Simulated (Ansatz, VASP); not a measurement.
**Two plane-wave programs on Pb**

Contents of INCAR:

```
SYSTEM = Pb
PREC = Accurate ; ENCUT = 500
EDIFF = 1E-6 ; ISMEAR = -1
SIGMA = 0.15 ; LREAL = .False.
LASPH = .True. ; NELM = 120
ALGO = Normal ; ISIF = 2
LWAVE = .False. ; LCHARG = .False.
GGA = RP ; NBANDS = 13
GGA_COMPAT = .False.
```

KPOINTS

```
regular mesh
0
Gamma
  8 8 8
  0 0 0
```

Contents of POSCAR:

```
Pb
1.0
   -1.9796595650      1.9796595650      1.9796595650
    1.9796595650     -1.9796595650      1.9796595650
    1.9796595650      1.9796595650     -1.9796595650
Pb
1
Direct
    0.0000000000      0.0000000000      0.0000000000
```

Input for Ansatz:

```yaml
crystal:
  lattice:
    bravais: bcc
    a: 3.95931913
  space_group: 229
  atoms:
    - { symbol: Pb, position: [0.0, 0.0, 0.0] }
  reduce_to_primitive: true
kpoints:
  mp_grid:
    grid: [8, 8, 8]
    shift: [0.0, 0.0, 0.0]
hamiltonian:
  xc: rpbe
scf:
  occupations:
    method: fermi_dirac
    width: 0.15
output:
  forces: true
  stress: true
```

Alike in both runs: task single point; functional RPBE; k mesh 8 × 8 × 8; occupations fermi-dirac, width 0.15 eV; no spin polarisation.

```csv
,VASP,Ansatz
version,VASP 6.6.1,Ansatz 0.2.0
potentials or method,"VASP PAW PBE potentials, release 64 (Pb_d)","plane waves, PAW"
plane-wave cutoff (eV),500,420
valence electrons in the cell,14,14
```

```tsv
	VASP	Ansatz	Ansatz less VASP
pressure (GPa)	2.9	2.9	+0.03
```

VASP's potentials were made for PBE, not for RPBE. With one functional, cell and mesh, what is left measures potentials, basis and numerics.

Spin-orbit coupling is off throughout.
